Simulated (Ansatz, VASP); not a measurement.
## One calculation of TiAl3, two programs

File POSCAR:

```
TiAl3
1.0
    3.8240007095      0.0000000000      0.0000000000
    0.0000000000      3.8240007095      0.0000000000
    0.0000000000      0.0000000000     25.7047876048
Al Ti
9 3
Direct
    0.5000000000      0.0000000000      0.2917744397
    0.0000000000      0.5000000000      0.2917744397
    0.0000000000      0.0000000000      0.3750646638
    0.0000000000      0.5000000000      0.4583548879
    0.5000000000      0.0000000000      0.4583548879
    0.5000000000      0.5000000000      0.5416451121
    0.5000000000      0.0000000000      0.6249353362
    0.0000000000      0.5000000000      0.6249353362
    0.0000000000      0.0000000000      0.7082255603
    0.5000000000      0.5000000000      0.3750646638
    0.0000000000      0.0000000000      0.5416451121
    0.5000000000      0.5000000000      0.7082255603
```

The input INCAR.step1:

```
SYSTEM = TiAl3
PREC     = Accurate       ! precision mode
ENCUT    = 520            ! plane-wave cutoff, eV
ISMEAR   = -1             ! smearing method
SIGMA    = 0.3            ! smearing width, eV
LREAL    = .False.        ! projectors in reciprocal space
LASPH    = .True.         ! aspherical terms in the spheres
NELM     = 80             ! most SCF steps
LDIPOL   = .True.       
IDIPOL   = 3            
DIPOL    = 0.5 0.5 0.500
NBANDS   = 44             ! bands
GGA      = PE             ! functional
ALGO     = Normal         ! electronic algorithm
EDIFF    = 1E-4           ! SCF threshold, eV
LWAVE    = .True.         ! write WAVECAR
LCHARG   = .False.        ! write CHGCAR
```

Contents of INCAR.step2:

```
SYSTEM = TiAl3
PREC     = Accurate       ! precision mode
ENCUT    = 520            ! plane-wave cutoff, eV
EDIFF    = 1E-7           ! SCF threshold, eV
ISMEAR   = -1             ! smearing method
SIGMA    = 0.3            ! smearing width, eV
LREAL    = .False.        ! projectors in reciprocal space
LASPH    = .True.         ! aspherical terms in the spheres
NELM     = 80             ! most SCF steps
ALGO     = Normal         ! electronic algorithm
ISIF     = 2              ! what is computed and relaxed
LWAVE    = .False.        ! write WAVECAR
LCHARG   = .True.         ! write CHGCAR
LDIPOL   = .True.       
IDIPOL   = 3            
DIPOL    = 0.5 0.5 0.500
METAGGA  = R2SCAN         ! meta-GGA
LMIXTAU  = .True.       
LELF     = .True.         ! ELF
LVHAR    = .True.       
LVACPOTAV= .True.       
NBANDS   = 44             ! bands
ISTART   = 1
```

Contents of KPOINTS:

```
regular mesh
0
Gamma
  9 9 1
  0 0 0
```

Input for Ansatz:

```yaml
crystal:
  lattice:
    - [3.8240007095, 0.0, 0.0]
    - [0.0, 3.8240007095, 0.0]
    - [0.0, 0.0, 25.7047876048]
  atoms:
    - { symbol: Al, position: [0.5, 0.0, 0.2917744397] }
    - { symbol: Al, position: [0.0, 0.5, 0.2917744397] }
    - { symbol: Ti, position: [0.5, 0.5, 0.3750646638] }
    - { symbol: Al, position: [0.0, 0.0, 0.3750646638] }
    - { symbol: Al, position: [0.0, 0.5, 0.4583548879] }
    - { symbol: Al, position: [0.5, 0.0, 0.4583548879] }
    - { symbol: Ti, position: [0.0, 0.0, 0.5416451121] }
    - { symbol: Al, position: [0.5, 0.5, 0.5416451121] }
    - { symbol: Al, position: [0.5, 0.0, 0.6249353362] }
    - { symbol: Al, position: [0.0, 0.5, 0.6249353362] }
    - { symbol: Ti, position: [0.5, 0.5, 0.7082255603] }
    - { symbol: Al, position: [0.0, 0.0, 0.7082255603] }
basis:
  ecutwfc: 500
kpoints:
  mp_grid: { grid: [9, 9, 1] }
hamiltonian:
  xc: r2scan
scf:
  occupations: { method: fermi_dirac, width: 0.3 }
output:
  forces: true
  stress: true
  eigenvalues: true
efield:
  axis: 3
  dipole_correction: true
  ramp_width: 0.04
```

Alike in both runs: task single point; functional r2SCAN; k mesh 9 × 9 × 1; occupations fermi-dirac, width 0.3 eV; no spin polarisation.

|  | VASP | Ansatz |
| --- | --- | --- |
| version | VASP 6.6.1 | Ansatz 0.2.0 |
| potentials or method | VASP PAW PBE potentials, release 64 (Al, Ti_sv), cutoff 520 eV | scalar-relativistic, plane waves, PAW |
| valence electrons in the cell | 63 | 63 |

|  | VASP | Ansatz | Ansatz less VASP |
| --- | --- | --- | --- |
| gap on the k mesh at the Fermi level (eV) | none | none | - |
| rms of the force components (eV/Å) | 0.112 | 0.114 | +0.0019 |
| work function, face that differs most (eV) | 4.40 | 4.39 | -0.008 |

VASP's potentials were made for PBE, not for r2SCAN. A gap of «none» marks a metal or a gap that the smearing closes. The functional is the same, so the differences come from potentials, cutoffs and numerics.
